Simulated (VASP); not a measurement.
# Ta (Im-3m) in VASP: a series of runs, part 2 of 2

VASP 6.6.1. Earlier steps stand in the parts before.

### 3 Single point, PBE

This run uses another cell than the first one, of the same volume but with other edges.

File INCAR:

```
PREC = Accurate
ENCUT = 520
EDIFF = 1E-7
ISMEAR = 0
SIGMA = 0.1
LREAL = F
LASPH = T
NELM = 60
ALGO = Normal
ISIF = 2
LWAVE = F
LCHARG = F
GGA = PE
NBANDS = 12
```

File KPOINTS:

```
Automatic mesh
0
Gamma
  18 18 18
```

File POSCAR:

```
Ta
1.0
   -1.6595270128      1.6595270128      1.6595270128
    1.6595270128     -1.6595270128      1.6595270128
    1.6595270128      1.6595270128     -1.6595270128
Ta
1
Direct
    0.0000000000      0.0000000000      0.0000000000
```

Potentials or basis: VASP PAW PBE potentials, release 64 (Ta_pv).

Command:

```sh
$ cat potpaw_PBE.64/Ta_pv/POTCAR > POTCAR
$ mpirun -np 1 vasp_std > vasp.out
```

OUTCAR:

```text
PREC = Accurate
   ENCUT = 520
   EDIFF = 1E-7
   ISMEAR = 0
   LREAL = F
   LASPH = T
   NELM = 60
   ISIF = 2
   GGA = PE

 ion  position               nearest neighbor table
   1  0.000  0.000  0.000-

  LATTYP: Found a body centered cubic cell.
 ALAT       =     3.3190540256

  Lattice vectors:

 A1 = (  -1.6595270128,   1.6595270128,   1.6595270128)
 A2 = (   1.6595270128,  -1.6595270128,   1.6595270128)
 A3 = (   1.6595270128,   1.6595270128,  -1.6595270128)

Analysis of symmetry for initial positions (statically):
=====================================================================
 Subroutine PRICEL returns:
 Original cell was already a primitive cell.

 Routine SETGRP: Setting up the symmetry group for a
 body centered cubic supercell.

 Subroutine GETGRP returns: Found 48 space group operations
 (whereof 48 operations were pure point group operations)
 out of a pool of 48 trial point group operations.

The static configuration has the point symmetry O_h .

Analysis of symmetry for dynamics (positions and initial velocities):
=====================================================================
 Subroutine PRICEL returns:
 Original cell was already a primitive cell.

 Routine SETGRP: Setting up the symmetry group for a
 body centered cubic supercell.

 Subroutine GETGRP returns: Found 48 space group operations
 (whereof 48 operations were pure point group operations)
 out of a pool of 48 trial point group operations.

The dynamic configuration has the point symmetry O_h .

 Subroutine INISYM returns: Found 48 space group operations
 (whereof 48 operations are pure point group operations),
 and found     1 'primitive' translations

----------------------------------------------------------------------------------------

                                     Primitive cell

  volume of cell :      18.2815
[... 107 lines left out ...]
     AMIX_MAG =   1.60;   BMIX_MAG =  1.00
  volume/ion in A,a.u.               =      18.28       123.37
  Fermi-wavevector in a.u.,A,eV,Ry     =   1.382085  2.611762 25.989288  1.910159
  Thomas-Fermi vector in A             =   2.506809
   LORBIT       =      0    0 simple, 1 ext, 2 COOP (PROOUT), +10 PAW based schemes
   GGA     = PE    functional components
   LHFCALC =     F    Hartree Fock is set to
   AEXX    =    0.0000 exact exchange contribution
   IVDW    =     0    specifies the selected vdW correction
   LEPSILON=     F    determine dielectric tensor
   LRPA    =     F    only Hartree local field effects (RPA)
 non-spin polarized calculation
 Gauss-broadening in eV      SIGMA  =   0.10
  energy-cutoff  :      520.00
  volume of cell :       18.28
 maximum number of plane-waves:       531
 NGX is ok and might be reduce to    24

 number of electron      11.0000001 magnetization

 Free energy of the ion-electron system (eV)
  ---------------------------------------------------
  ext. energy  EPLUGINS =         0.00000000
  ---------------------------------------------------
  free energy    TOTEN  =       -11.81632241 eV

  energy without entropy =      -11.81023517  energy(sigma->0) =      -11.81327879

 E-fermi :   5.3764     XC(G=0): -12.5420

 val. band max:        5.3556828609   @ k =   0.1111   0.1111   0.0000
 cond. band min:       5.3784729636   @ k =   0.3333   0.1667   0.0556
 fundamental gap:      0.0227901027
 Fermi energy:         5.3763551716

 k-point     1 :       0.0000    0.0000    0.0000
  band No.  band energies     occupation
      1     -27.7633      2.00000
      2     -27.7633      2.00000
      3     -27.7633      2.00000
      4      -2.4926      2.00000
      5       6.1012      0.00000
      6       6.1012      0.00000
      7       6.1012      0.00000
      8       9.3217      0.00000
      9       9.3217      0.00000
     10      20.0142      0.00000
     11      20.3068      0.00000
     12      20.3068      0.00000
[... 331 lines left out ...]
 k-point    24 :       0.3889    0.1111    0.0000
  band No.  band energies     occupation
      1     -28.8113      2.00000
      2     -28.1554      2.00000
      3     -27.8188      2.00000
      4       1.4386      2.00000
      5       3.9842      2.00000
      6       5.9824      0.00000
      7       9.0677      0.00000
      8      10.3346      0.00000
      9      13.1203      0.00000
     10      16.6472      0.00000
     11      18.2616      0.00000
     12      20.0215      0.00000

 [... further k-points ...]
[... 5 lines left out ...]
  --------------------------------------------------------------------------------------
  -------------------------------------------------------------------------------------
  Total        0.0056638      0.0056638      0.0056638      0.0000000      0.0000000      0.0000000
  in kB        0.4963703      0.4963703      0.4963703      0.0000000      0.0000000      0.0000000
  external PRESSURE =       0.4963703 kB  Pullay stress =       0.0000000 kB

 VOLUME and BASIS-vectors are now :
 -----------------------------------------------------------------------------
  energy-cutoff  :      520.00
  volume of cell :       18.28
      direct lattice vectors                 reciprocal lattice vectors
    -1.659527013  1.659527013  1.659527013     0.000000000  0.301290667  0.301290667
     1.659527013 -1.659527013  1.659527013     0.301290667  0.000000000  0.301290667
     1.659527013  1.659527013 -1.659527013     0.301290667  0.301290667  0.000000000

 POSITION                                       TOTAL-FORCE (eV/Angst)
 -----------------------------------------------------------------------------------
      0.00000      0.00000      0.00000         0.000000      0.000000      0.000000
 -----------------------------------------------------------------------------------
    total drift:                               -0.000000      0.000000      0.000000

  FREE ENERGIE OF THE ION-ELECTRON SYSTEM (eV)
  ---------------------------------------------------
  free  energy   TOTEN  =       -11.8163224126 eV

  energy  without entropy=      -11.8102351715  energy(sigma->0) =      -11.81327879
```

OSZICAR:

```text
N       E                     dE             d eps       ncg     rms          rms(c)
DAV:   1     0.596969207586E+02    0.59697E+02   -0.60877E+03  4712   0.867E+02
DAV:   2    -0.112805394261E+02   -0.70977E+02   -0.69052E+02  5232   0.242E+02
DAV:   3    -0.122862975071E+02   -0.10058E+01   -0.99340E+00  5580   0.272E+01
DAV:   4    -0.122889514283E+02   -0.26539E-02   -0.26533E-02  5252   0.155E+00
DAV:   5    -0.122889604378E+02   -0.90095E-05   -0.90096E-05  5556   0.860E-02    0.131E+01
DAV:   6    -0.119243554605E+02    0.36460E+00   -0.29482E-01  5488   0.587E+00    0.635E+00
DAV:   7    -0.118170988168E+02    0.10726E+00   -0.25809E-01  5412   0.509E+00    0.387E-01
DAV:   8    -0.118163525012E+02    0.74632E-03   -0.81767E-03  5156   0.728E-01    0.128E-01
DAV:   9    -0.118163296644E+02    0.22837E-04   -0.12881E-04  5476   0.121E-01    0.266E-02
DAV:  10    -0.118163223568E+02    0.73077E-05   -0.38895E-06  5252   0.214E-02    0.289E-03
DAV:  11    -0.118163224126E+02   -0.55842E-07   -0.20963E-07  5224   0.503E-03
   1 F= -.11816322E+02 E0= -.11813279E+02  d E =-.608724E-02
```

stdout:

```text
POSCAR found type information on POSCAR Ta
 POSCAR found :  1 types and       1 ions
 scaLAPACK will be used
 LDA part: xc-table for (Slater+PW92), standard interpolation
 POSCAR, INCAR and KPOINTS ok, starting setup
 FFT: planning ... GRIDC
 FFT: planning ... GRID_SOFT
 FFT: planning ... GRID
 WAVECAR not read
 entering main loop
```

Wall time 31 s (1 thread of Intel Xeon 6975P-C (Granite Rapids), shared host); peak memory 0.17 GiB.

What came out:

- Free energy: -11.8163 eV
- Pressure: 0.0 GPa
- Band gap on the k mesh: zero (an odd number of electrons rules out a gap without spin polarisation)

Levels at points of the mesh, in eV from the Fermi level:
```
           k point  band 3  band 4  band 5  band 6  band 7  band 8
(0.00, 0.00, 0.00)  -33.14   -7.87    0.72    0.72    0.72    3.95
(0.50, 0.00, 0.00)  -33.15   -4.32   -1.51    1.51    3.82    4.83
(0.50, 0.50, 0.50)  -33.92   -3.72   -3.72    6.71    6.71    6.71
```

Caveat: spin-orbit coupling is left out, which moves the levels of the heavy elements.

### 4 Relaxation of cell and atoms, PBE

This run uses another cell than the first one, of 18.13 Å³/atom.

File INCAR:

```
ALGO = Normal ; EDIFF = 1E-7
EDIFFG = -0.005 ; ENCUT = 600
GGA = PE ; IBRION = 2
ISIF = 3 ; ISMEAR = 0
LASPH = T ; LCHARG = F
LREAL = F ; LWAVE = F
NELM = 60 ; NSW = 100
PREC = Accurate ; SIGMA = 0.1
```

File KPOINTS:

```
k-points
0
Gamma
  18 18 18
```

File POSCAR:

```
Ta
1.0
   -1.6549986157      1.6549986157      1.6549986157
    1.6549986157     -1.6549986157      1.6549986157
    1.6549986157      1.6549986157     -1.6549986157
Ta
1
Direct
    0.0000000000      0.0000000000      0.0000000000
```

Command:

```sh
$ cat potpaw_PBE.64/Ta_pv/POTCAR > POTCAR
$ mpirun -np 1 vasp_std > vasp.out
```

It took 56 s on 1 thread of Intel Xeon 6975P-C (Granite Rapids), shared host; peak memory 0.18 GiB.

It converged, with:

- Free energy: -11.8166 eV
- Relaxed volume: 18.29 Å³/atom
- Relaxed cell: a = 2.875 Å, b = 2.875 Å, c = 2.875 Å, α = 109.47°, β = 109.47°, γ = 109.47°
- Space group after relaxing (to 0.1 Å): Im-3m (No. 229)
- Energy gained by relaxing: 0.8 meV/atom
- Ionic steps: 3
- Pressure after relaxing: 0.0 GPa
- Band gap on the k mesh: zero (an odd number of electrons rules out a gap without spin polarisation)

The path:
| step | energy change (eV) | largest force (eV/Å) | pressure (GPa) | volume (Å³) |
| --- | --- | --- | --- | --- |
| 1 | 0.0000 | 0.0000 | 1.70 | 18.13 |
| 2 | 0.0033 | 0.0000 | -3.62 | 18.64 |
| 3 | -0.0008 | 0.0000 | 0.00 | 18.29 |

Final structure:
```
Ta
1.0
    -1.65975    1.65975    1.65975
     1.65975   -1.65975    1.65975
     1.65975    1.65975   -1.65975
Ta
1
Cartesian
  0.0000 0.0000 0.0000
```

Levels at points of the mesh, in eV from the Fermi level:
| k point | band 3 | band 4 | band 5 | band 6 | band 7 | band 8 |
| --- | --- | --- | --- | --- | --- | --- |
| (0.00, 0.00, 0.00) | -33.14 | -7.87 | 0.72 | 0.72 | 0.72 | 3.94 |
| (0.50, 0.00, 0.00) | -33.15 | -4.32 | -1.51 | 1.51 | 3.82 | 4.83 |
| (0.50, 0.50, 0.50) | -33.92 | -3.72 | -3.72 | 6.70 | 6.70 | 6.70 |

Caveat: spin-orbit coupling is left out, which moves the levels of the heavy elements.

### 5 Overview

```csv
task,cell,k mesh,cutoff (eV),gap on the mesh (eV),pressure (GPa)
single point,"a = 3.319, b = 3.319, c = 2.874 Å, angles 125.3, 54.7, 90.0°, 1 atom",10 × 10 × 20,520,none,0.4
single point,"a = 2.874 Å, angles 109.5°, 1 atom",18 × 18 × 18,520,none,0.0
relaxation of cell and atoms,"relaxed from a = 2.867 Å, angles 109.5°, 1 atom",18 × 18 × 18,600,none,0.0
```

Alike in all rows: level PBE; potentials or basis VASP PAW PBE potentials, release 64 (Ta_pv); no spin polarisation; smearing gaussian 0.1 eV.

Caveats: spin-orbit coupling is left out, which moves the levels of the heavy elements.

Absolute energies hang on the potentials; compare differences alone.

The gap in the log of VASP goes by the Fermi energy; the results here count the filled bands.